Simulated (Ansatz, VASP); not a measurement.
**Cd3SeS2 in VASP and in Ansatz**

```
Cd Se S
1.0
     4.25517    0.00000    0.00000
     0.00000   -8.51033    0.00000
    -2.12758    2.12758   -9.01573
Cd Se S
6 2 4
Direct
  0.16112 0.58056 0.32225
  0.16112 0.08056 0.32225
  0.50000 0.75000 0.00000
  0.50000 0.25000 0.00000
  0.83888 0.91944 0.67775
  0.83888 0.41944 0.67775
  0.25000 0.87500 0.50000
  0.25000 0.37500 0.50000
  0.91955 0.70977 0.83910
  0.91955 0.20977 0.83910
  0.58045 0.54023 0.16090
  0.58045 0.04023 0.16090
```

Alike in both runs: task single point; functional PBE; k mesh 4 × 2 × 4; occupations gaussian, width 0.1 eV; no spin polarisation.

|  | VASP | Ansatz |
| --- | --- | --- |
| version | VASP 6.6.1 | Ansatz 0.2.0 |
| potentials or method | VASP PAW PBE potentials, release 64 (Cd, Se, S), cutoff 520 eV | scalar-relativistic, plane waves, PAW |
| valence electrons in the cell | 108 | 176 |

|  | VASP | Ansatz | Ansatz less VASP |
| --- | --- | --- | --- |
| gap on the k mesh at the Fermi level (eV) | 0.79 | 0.79 | 0.000 |
| least direct gap on the mesh (eV) | 0.79 | 0.79 | 0.000 |
| pressure (GPa) | 0.3 | 0.1 | -0.28 |
| traceless stress, the component that is largest in VASP (GPa) | -0.10 | -0.10 | +0.002 |

With one functional, cell and mesh, what is left measures potentials, basis and numerics. VASP's potentials hold 108 valence electrons a cell and Ansatz's 176, so a difference there can come from the potentials and not from the codes.
